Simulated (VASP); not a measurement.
Write the native input for VASP 6.6.1 that does the following.

```yaml
Task: single point
Functional: PBE
Potentials_or_basis: VASP PAW PBE potentials, release 64 (Be, H)
Cutoff: 520 eV
k_mesh: 6 × 6 × 6
Occupations: gaussian, width 0.1 eV
Spin: no spin polarisation
Dipole_correction: no
Further_INCAR_settings: ALGO = Normal; EDIFF = 1e-07; NBANDS = 12
```

The structure of Be2H3 lies in POSCAR:

```
Be2H3
1.0
    4.8848814654     -0.6381502451      0.1659246390
   -2.7307369927      3.9988986140      0.3653964035
    0.7328217203      0.4058117008      2.8734323432
Be H
2 3
Direct
    0.7314754096      0.7838940238      0.8795172181
    0.2086053127      0.2608236618      0.1416458926
    0.6053886637      0.4120526743      0.9614552962
    0.3447272819      0.6425435519      0.0545880529
    0.1001006391      0.1523288698      0.6957730142
```

The cell was built from a structure type or drawn by symmetry, and may not be a known phase.

These files were run (other wordings do the same):

INCAR

```
SYSTEM = Be2H3
  ALGO = Normal
  EDIFF = 1E-7
  ENCUT = 520
  GGA = PE
  ISIF = 2
  ISMEAR = 0
  LASPH = .True.
  LCHARG = .True.
  LELF = .True.
  LREAL = .False.
  LVHAR = .True.
  LWAVE = .False.
  NBANDS = 12
  NELM = 100
  PREC = Accurate
  SIGMA = 0.1
```

KPOINTS

```
k-points
0
Gamma
  6 6 6
  0 0 0
```

Potentials or basis: VASP PAW PBE potentials, release 64 (Be, H).

The run is started by

```console
$ cat potpaw_PBE.64/Be/POTCAR potpaw_PBE.64/H/POTCAR > POTCAR
$ mpirun -np 1 vasp_std > vasp.out
```

It gave:

```yaml
Pressure: 0.0 GPa
Largest_force: 0.035 eV/Å
Band_gap_on_the_k_mesh: zero (an odd number of electrons rules out a gap without spin polarisation)
```

Caveat: the k points lie up to 0.38 Å⁻¹ apart, too coarse for converged energies and pressures of a metal.

Run time: 44 s on 1 thread of Intel(R) Xeon(R) Platinum 8488C (Sapphire Rapids), on a shared host, peak memory 0.2 GiB.
